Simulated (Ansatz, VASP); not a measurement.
K in VASP and in Ansatz

```
K
1.0
    -2.66110    2.66110    2.66110
     2.66110   -2.66110    2.66110
     2.66110    2.66110   -2.66110
K
1
Direct
  0.00000 0.00000 0.00000
```

Alike in both runs: task single point; functional HSE06; k mesh 5 × 5 × 5; occupations gaussian, width 0.05 eV; no spin polarisation.

```csv
,VASP,Ansatz
version,VASP 6.6.1,Ansatz 0.2.0
potentials or method,"VASP PAW PBE potentials, release 64 (K_sv)",Ansatz PAW polarizable
plane-wave cutoff (eV),400,420
valence electrons in the cell,9,9
```

|  | VASP | Ansatz | Ansatz less VASP |
| --- | --- | --- | --- |
| gap on the k mesh at the Fermi level (eV) | none | none | - |
| pressure (GPa) | 0.0 | 0.0 | 0.00 |

A gap of «none» marks a metal or a gap that the smearing closes.
